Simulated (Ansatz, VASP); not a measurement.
**Two plane-wave programs on In7O**

The input INCAR:

```
SYSTEM = In7O
PREC     = Accurate       ! precision mode
ENCUT    = 600            ! plane-wave cutoff, eV
EDIFF    = 1E-7           ! SCF threshold, eV
ISMEAR   = 0              ! smearing method
SIGMA    = 0.2            ! smearing width, eV
LREAL    = .FALSE.        ! projectors in reciprocal space
LASPH    = .TRUE.         ! aspherical terms in the spheres
NELM     = 120            ! most SCF steps
ALGO     = Normal         ! electronic algorithm
ISIF     = 3              ! what is computed and relaxed
LWAVE    = .FALSE.        ! write WAVECAR
LCHARG   = .FALSE.        ! write CHGCAR
GGA      = PE             ! functional
IBRION   = 2              ! ionic algorithm
NSW      = 36             ! ionic steps
EDIFFG   = -0.08          ! ionic threshold
GGA_COMPAT= .FALSE.      
NELMIN   = 4
```

Contents of KPOINTS:

```
Automatic mesh
0
G
  3 3 3
  0 0 0
```

Contents of POSCAR:

```
In7O
1.0
    0.0000000000      4.6366124200      4.6366124200
    4.6366124200      0.0000000000      4.6366124200
    4.6366124200      4.6366124200      0.0000000000
In O
7 1
Direct
    0.5215855000      0.9784145000      0.9784145000
    0.9784145000      0.5215855000      0.5215855000
    0.9784145000      0.5215855000      0.9784145000
    0.5215855000      0.9784145000      0.5215855000
    0.9784145000      0.9784145000      0.5215855000
    0.5215855000      0.5215855000      0.9784145000
    0.0000000000      0.0000000000      0.0000000000
    0.5000000000      0.5000000000      0.5000000000
```

Input for Ansatz:

```yaml
crystal:
  lattice:
    - [0.0, 4.63661242, 4.63661242]
    - [4.63661242, 0.0, 4.63661242]
    - [4.63661242, 4.63661242, 0.0]
  atoms:
    - { symbol: In, position: [0.5215855, 0.9784145, 0.9784145] }
    - { symbol: In, position: [0.9784145, 0.5215855, 0.5215855] }
    - { symbol: In, position: [0.9784145, 0.5215855, 0.9784145] }
    - { symbol: In, position: [0.5215855, 0.9784145, 0.5215855] }
    - { symbol: In, position: [0.9784145, 0.9784145, 0.5215855] }
    - { symbol: In, position: [0.5215855, 0.5215855, 0.9784145] }
    - { symbol: In, position: [0.0, 0.0, 0.0] }
    - { symbol: O, position: [0.5, 0.5, 0.5] }
basis:
  ecutwfc: 420
kpoints:
  mp_grid: { grid: [3, 3, 3] }
hamiltonian:
  xc: pbe
scf:
  occupations: { method: gaussian, width: 0.2 }
  lower_state_search: "off"
output:
  forces: true
  stress: true
  eigenvalues: true
relax:
  adjacent_minimum: "off"
  f_tol: 0.08
  max_steps: 16
  cell: { stress_tol: 0.8 }
```

Alike in both runs: task relaxation of cell and atoms; functional PBE; k mesh 3 × 3 × 3; occupations gaussian, width 0.2 eV; no spin polarisation.

|  | VASP | Ansatz |
| --- | --- | --- |
| version | VASP 6.6.1 | Ansatz 0.2.0 |
| potentials or method | VASP PAW PBE potentials, release 64 (In_d, O), cutoff 600 eV | scalar-relativistic, plane waves, PAW |
| valence electrons in the cell | 97 | 97 |

```tsv
	VASP	Ansatz	Ansatz less VASP
gap on the k mesh at the Fermi level, each at its own relaxed structure (eV)	none	none	-
relaxed volume (Å³/atom)	24.99	25.21	+0.216
relaxed cell length with the largest relative difference (Å)	6.563	6.582	+0.0189
```

A gap of «none» marks a metal or a gap that the smearing closes.

The k mesh is coarse, so the values compare programs but aren't converged.
